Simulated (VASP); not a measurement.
# Sc3S (P-3m1) in VASP: a series of runs

Runs on Sc3S. Level: PBE. Tasks: single point.

All numbers are computed with VASP 6.6.1; they aren't measurements. Logs are shortened: lines on timing, memory, paths and dates and some standing lists are left out, and cuts for length are marked.

**1. The cell of the first run**

It takes space group P-3m1 (No. 164, trigonal). Conventional cell: a = 3.485 Å, b = 3.485 Å, c = 8.381 Å, α = 90.00°, β = 90.00°, γ = 120.00°. Within 3.3 Å of Sc (site symmetry 3m) lie 3 S at 2.54 Å. Within 4.4 Å of Sc (site symmetry -3m) lie 12 Sc at 3.33 to 3.49 Å and 2 S at 4.19 Å. S (site symmetry -3m) has 6 Sc at 2.54 Å within 3.3 Å.

**2. Single point, PBE**

INCAR reads:

```
SYSTEM = Sc3S
ALGO     = Normal         ! electronic algorithm
EDIFF    = 1E-6           ! SCF threshold, eV
ENCUT    = 520            ! plane-wave cutoff, eV
GGA      = PE             ! functional
ISIF     = 2              ! what is computed and relaxed
ISMEAR   = 0              ! smearing method
LASPH    = .True.         ! aspherical terms in the spheres
LCHARG   = .False.        ! write CHGCAR
LREAL    = .False.        ! projectors in reciprocal space
LWAVE    = .False.        ! write WAVECAR
NBANDS   = 28             ! bands
NELM     = 60             ! most SCF steps
PREC     = Accurate       ! precision mode
SIGMA    = 0.1            ! smearing width, eV
```

KPOINTS reads:

```
k-points
0
Gamma
  6 6 2
  0 0 0
```

POSCAR reads:

```
Sc3S
1.0
    3.4851778000      0.0000000000      0.0000000000
   -1.7425889000      3.0182525000      0.0000000000
    0.0000000000      0.0000000000      8.3811621000
Sc S
3 1
Direct
    0.3333333000      0.6666667000      0.8159790000
    0.6666667000      0.3333333000      0.1840210000
    0.0000000000      0.0000000000      0.5000000000
    0.0000000000      0.0000000000      0.0000000000
```

Potentials or basis: VASP PAW PBE potentials, release 64 (Sc_sv, S).

Command:

```console
$ cat potpaw_PBE.64/Sc_sv/POTCAR potpaw_PBE.64/S/POTCAR > POTCAR
$ mpirun -np 1 vasp_std > vasp.out
```

OUTCAR:

```text
SYSTEM = Sc3S
   EDIFF = 1E-6
   ENCUT = 520
   GGA = PE
   ISIF = 2
   ISMEAR = 0
   LASPH = .True.
   LREAL = .False.
   NELM = 60
   PREC = Accurate

 ion  position               nearest neighbor table
   1  0.333  0.667  0.816-   4 2.54   4 2.54   4 2.54   3 3.33   3 3.33   3 3.33
   2  0.667  0.333  0.184-   4 2.54   4 2.54   4 2.54   3 3.33   3 3.33   3 3.33
   3  0.000  0.000  0.500-   1 3.33   2 3.33   1 3.33   2 3.33   2 3.33   1 3.33
   4  0.000  0.000  0.000-   1 2.54   2 2.54   1 2.54   2 2.54   2 2.54   1 2.54

  LATTYP: Found a hexagonal cell.
 ALAT       =     3.4851778000
 C/A-ratio  =     2.4048018727

  Lattice vectors:

 A1 = (   3.4851778000,   0.0000000000,   0.0000000000)
 A2 = (  -1.7425889000,   3.0182525000,   0.0000000000)
 A3 = (   0.0000000000,   0.0000000000,   8.3811621000)

Analysis of symmetry for initial positions (statically):
=====================================================================
 Subroutine PRICEL returns:
 Original cell was already a primitive cell.

 Routine SETGRP: Setting up the symmetry group for a
 hexagonal supercell.

 Subroutine GETGRP returns: Found 12 space group operations
 (whereof 12 operations were pure point group operations)
 out of a pool of 24 trial point group operations.

The static configuration has the point symmetry D_3d.

Analysis of symmetry for dynamics (positions and initial velocities):
=====================================================================
 Subroutine PRICEL returns:
 Original cell was already a primitive cell.

 Routine SETGRP: Setting up the symmetry group for a
 hexagonal supercell.

 Subroutine GETGRP returns: Found 12 space group operations
 (whereof 12 operations were pure point group operations)
 out of a pool of 24 trial point group operations.

The dynamic configuration has the point symmetry D_3d.

 Subroutine INISYM returns: Found 12 space group operations
 (whereof 12 operations are pure point group operations),
 and found     1 'primitive' translations

----------------------------------------------------------------------------------------

                                     Primitive cell

  volume of cell :      88.1627

[... 77 lines left out ...]
   LSORBIT =      F    spin-orbit coupling
   LASPH  =      T    aspherical Exc in radial PAW
   ENCUT  =  520.0 eV  38.22 Ry    6.18 a.u.   6.48  6.48 15.58*2*pi/ulx,y,z
   NELM   =     60;   NELMIN=  2; NELMDL= -5     # of ELM steps
   EDIFF  = 0.1E-05   stopping-criterion for ELM
   LREAL  =      F    real-space projection
   EDIFFG = 0.1E-04   stopping-criterion for IOM
   NSW    =      0    number of steps for IOM
   IBRION =     -1    ionic relax: 0-MD 1-quasi-New 2-CG
   NFREE  =      0    steps in history (QN), initial steepest desc. (CG)
   ISIF   =      2    stress and relaxation
   ISYM   =      2    0-nonsym 1-usesym 2-fastsym
   POTIM  = 0.5000    time-step for ionic-motion
   TEBEG  =    0.0;   TEEND  =   0.0 temperature during run
   PSTRESS=    0.0 pullay stress
   NELECT =      39.0000    total number of electrons
   NUPDOWN=      -1.0000    fix difference up-down
   EMIN   =  10.00;   EMAX   =-10.00  energy-range for DOS
   EFERMI =   0.00;   METHOD = LEGACY
   ISMEAR =     0;   SIGMA  =   0.10  broadening in eV -4-tet -1-fermi 0-gaus
   EFERMI_NEDOS =   21; number of points for ismear=-14 and -15
   IALGO  =     38    algorithm
   IMIX   =      4    mixing-type and parameters
     AMIX     =   0.40;   BMIX     =  1.00
     AMIX_MAG =   1.60;   BMIX_MAG =  1.00
  volume/ion in A,a.u.               =      22.04       148.74
  Fermi-wavevector in a.u.,A,eV,Ry     =   1.247388  2.357221 21.170339  1.555976
  Thomas-Fermi vector in A             =   2.381522
   LORBIT       =      0    0 simple, 1 ext, 2 COOP (PROOUT), +10 PAW based schemes
   GGA     = PE    functional components
   LHFCALC =     F    Hartree Fock is set to
   AEXX    =    0.0000 exact exchange contribution
   IVDW    =     0    specifies the selected vdW correction
   LEPSILON=     F    determine dielectric tensor
   LRPA    =     F    only Hartree local field effects (RPA)
 non-spin polarized calculation
 Gauss-broadening in eV      SIGMA  =   0.10
  energy-cutoff  :      520.00
  volume of cell :       88.16
 maximum number of plane-waves:      2408
 NGX is ok and might be reduce to    28
   NGX = 13   NGY = 13   NGZ = 31

 number of electron      39.0000003 magnetization

 Free energy of the ion-electron system (eV)
  ---------------------------------------------------
  ext. energy  EPLUGINS =         0.00000000
  ---------------------------------------------------
  free energy    TOTEN  =       -26.42522219 eV

  energy without entropy =      -26.40437112  energy(sigma->0) =      -26.41479666

 E-fermi :   4.8399     XC(G=0): -10.0658

 val. band max:        4.8240889798   @ k =   0.3333   0.3333   0.5000
 cond. band min:       4.8814763976   @ k =   0.3333   0.3333   0.5000
 fundamental gap:      0.0573874177
 Fermi energy:         4.8398562544

 k-point     1 :       0.0000    0.0000    0.0000
  band No.  band energies     occupation
      1     -44.9537      2.00000
      2     -44.9141      2.00000
      3     -44.9135      2.00000
      4     -23.6747      2.00000
      5     -23.6590      2.00000
      6     -23.4931      2.00000
[... 423 lines left out ...]
     27       7.8072      0.00000
     28       7.8128      0.00000

------------------------ aborting loop because EDIFF is reached ----------------------------------------

  FORCE on cell =-STRESS in cart. coord.  units (eV):
  Direction    XX          YY          ZZ          XY          YZ          ZX
  --------------------------------------------------------------------------------------
  -------------------------------------------------------------------------------------
  Total        0.1038237      0.1038237      0.1005528     -0.0000000      0.0000000      0.0000000
  in kB        1.8867852      1.8867852      1.8273426     -0.0000000      0.0000000      0.0000000
  external PRESSURE =       1.8669710 kB  Pullay stress =       0.0000000 kB

 VOLUME and BASIS-vectors are now :
 -----------------------------------------------------------------------------
  energy-cutoff  :      520.00
  volume of cell :       88.16
      direct lattice vectors                 reciprocal lattice vectors
     3.485177800  0.000000000  0.000000000     0.286929407  0.165658771  0.000000000
    -1.742588900  3.018252500  0.000000000     0.000000000  0.331317542  0.000000000
     0.000000000  0.000000000  8.381162100     0.000000000  0.000000000  0.119315196

 POSITION                                       TOTAL-FORCE (eV/Angst)
 -----------------------------------------------------------------------------------
     -0.00000      2.01217      6.83885        -0.000000      0.000000     -0.012116
      1.74259      1.00608      1.54231         0.000000     -0.000000      0.012116
      0.00000      0.00000      4.19058         0.000000      0.000000      0.000000
      0.00000      0.00000      0.00000         0.000000      0.000000      0.000000
 -----------------------------------------------------------------------------------
    total drift:                                0.000000     -0.000000      0.000000

  FREE ENERGIE OF THE ION-ELECTRON SYSTEM (eV)
  ---------------------------------------------------
  free  energy   TOTEN  =       -26.4252221902 eV

  energy  without entropy=      -26.4043711249  energy(sigma->0) =      -26.41479666
```

Wall time 17 s (1 thread of Intel Xeon 6975P-C (Granite Rapids), shared host); peak memory 0.2 GiB.

What came out:

* Free energy: -26.4252 eV
* Pressure: 0.2 GPa
* Largest force: 0.012 eV/Å

Forces on the atoms (eV/Å):
```
Sc   0.000  0.000 -0.012
Sc   0.000  0.000  0.012
Sc   0.000  0.000  0.000
S    0.000  0.000  0.000
```

Levels at points of the mesh, in eV from the Fermi level:
```csv
k point,band 17,band 18,band 19,band 20,band 21,band 22
"(0.00, 0.00, 0.00)",-3.59,-1.07,-0.46,0.73,0.73,1.04
"(0.50, 0.00, 0.00)",-1.55,-1.28,-0.67,-0.44,0.86,0.93
"(0.00, 0.00, 0.50)",-3.52,-2.00,0.35,0.52,0.85,0.85
"(0.50, 0.00, 0.50)",-1.32,-1.32,-0.55,-0.50,0.41,0.68
```

Caveat: the k points lie up to 0.37 Å⁻¹ apart.

**3. Single point, PBE, collinear spin, ferromagnetic start**

INCAR reads:

```
SYSTEM = Sc3S
ALGO = Normal
EDIFF = 1E-6
ENCUT = 520
GGA = PE
ISIF = 2
ISMEAR = 0
ISPIN = 2
LASPH = .True.
LCHARG = .False.
LMAXMIX = 4
LORBIT = 11
LREAL = .False.
LWAVE = .False.
MAGMOM = 1 1 1 0
NBANDS = 32
NELM = 150
PREC = Accurate
SIGMA = 0.1
```

KPOINTS is that of step 2.

POSCAR is that of step 2.

Potentials or basis: VASP PAW PBE potentials, release 64 (Sc_sv, S).

Command:

```console
$ cat potpaw_PBE.64/Sc_sv/POTCAR potpaw_PBE.64/S/POTCAR > POTCAR
$ mpirun -np 1 vasp_std > vasp.out
```

Wall time 62 s (1 thread of Intel Xeon 6975P-C (Granite Rapids), shared host); peak memory 0.28 GiB.

Results (log left out):

- Free energy: -26.4252 eV
- Pressure: 0.2 GPa
- Largest force: 0.012 eV/Å
- Net moment: 0.00 μB per cell
- Valence electrons inside the program's atomic spheres: Sc 9.44, 9.26; S 3.81

Forces on the atoms (eV/Å):
```
Sc   0.000  0.000 -0.012
Sc   0.000  0.000  0.012
Sc   0.000  0.000  0.000
S    0.000  0.000  0.000
```

Levels at points of the mesh, in eV from the Fermi level:
Spin up:
```csv
k point,band 16,band 17,band 18,band 19,band 20,band 21,band 22,band 23
"(0.00, 0.00, 0.00)",-3.59,-3.59,-1.07,-0.46,0.73,0.73,1.04,1.04
"(0.50, 0.00, 0.00)",-4.21,-1.55,-1.28,-0.67,-0.44,0.86,0.93,1.25
"(0.00, 0.00, 0.50)",-3.59,-3.52,-2.00,0.35,0.52,0.85,0.85,1.37
"(0.50, 0.00, 0.50)",-4.21,-1.32,-1.32,-0.55,-0.50,0.41,0.68,1.60
```
Spin down:
```csv
k point,band 16,band 17,band 18,band 19,band 20,band 21,band 22,band 23
"(0.00, 0.00, 0.00)",-3.59,-3.59,-1.07,-0.46,0.73,0.73,1.04,1.04
"(0.50, 0.00, 0.00)",-4.21,-1.55,-1.28,-0.67,-0.44,0.86,0.93,1.25
"(0.00, 0.00, 0.50)",-3.59,-3.52,-2.00,0.35,0.52,0.85,0.85,1.37
"(0.50, 0.00, 0.50)",-4.21,-1.32,-1.32,-0.55,-0.50,0.41,0.68,1.60
```

Caveat: the k points lie up to 0.37 Å⁻¹ apart.

**4. Single point, PBE**

INCAR reads:

```
SYSTEM = Sc3S
ALGO = Normal ; EDIFF = 1E-6
ENCUT = 520 ; GGA = PE
ISIF = 2 ; ISMEAR = 0
LASPH = .True. ; LCHARG = .True.
LELF = .True. ; LREAL = .False.
LVHAR = .True. ; LWAVE = .False.
NBANDS = 28 ; NELM = 100
PREC = Accurate ; SIGMA = 0.1
```

KPOINTS reads:

```
k-points
0
Gamma
  18 18 6
  0 0 0
```

POSCAR reads:

```
Sc3S
1.0
    3.4851777934      0.0000000000      0.0000000000
   -1.7425888967      3.0182525058      0.0000000000
    0.0000000000      0.0000000000      8.3811621000
Sc S
3 1
Direct
    0.3333333333      0.6666666667      0.8159790000
    0.6666666667      0.3333333333      0.1840210000
    0.0000000000      0.0000000000      0.5000000000
    0.0000000000      0.0000000000      0.0000000000
```

Command:

```console
$ cat potpaw_PBE.64/Sc_sv/POTCAR potpaw_PBE.64/S/POTCAR > POTCAR
$ mpirun -np 1 vasp_std > vasp.out
```

Wall time 3.5 min (1 thread of Intel Xeon 6975P-C (Granite Rapids), shared host); peak memory 0.51 GiB.

It converged, with:

- Free energy: -26.4208 eV
- Pressure: 0.2 GPa
- Largest force: 0.034 eV/Å

Forces in eV/Å, atoms in the order of the input:
```
Sc   0.000  0.000 -0.034
Sc   0.000  0.000  0.034
Sc   0.000  0.000  0.000
S    0.000  0.000  0.000
```

Levels at points of the mesh, in eV from the Fermi level:
| k point | band 16 | band 17 | band 18 | band 19 | band 20 | band 21 | band 22 | band 23 |
| --- | --- | --- | --- | --- | --- | --- | --- | --- |
| (0.00, 0.00, 0.00) | -3.55 | -3.55 | -1.04 | -0.42 | 0.77 | 0.77 | 1.07 | 1.07 |
| (0.50, 0.00, 0.00) | -4.17 | -1.52 | -1.25 | -0.64 | -0.41 | 0.89 | 0.96 | 1.29 |
| (0.00, 0.00, 0.50) | -3.55 | -3.49 | -1.97 | 0.38 | 0.55 | 0.89 | 0.89 | 1.41 |
| (0.50, 0.00, 0.50) | -4.17 | -1.30 | -1.28 | -0.52 | -0.48 | 0.44 | 0.71 | 1.63 |

**5. Summary**

| spin | k mesh | gap on the mesh (eV) | pressure (GPa) | largest force (eV/Å) |
| --- | --- | --- | --- | --- |
| off | 6 × 6 × 2 | none | 0.2 | 0.01 |
| collinear, ferromagnetic start | 6 × 6 × 2 | none | 0.2 | 0.01 |
| off | 18 × 18 × 6 | none | 0.2 | 0.03 |

Alike in all rows: task single point; level PBE; potentials or basis VASP PAW PBE potentials, release 64 (Sc_sv, S); cell as given; cutoff (eV) 520; smearing gaussian 0.1 eV.

Caveats: some runs use coarse meshes.

Absolute energies hang on the potentials; compare differences alone.
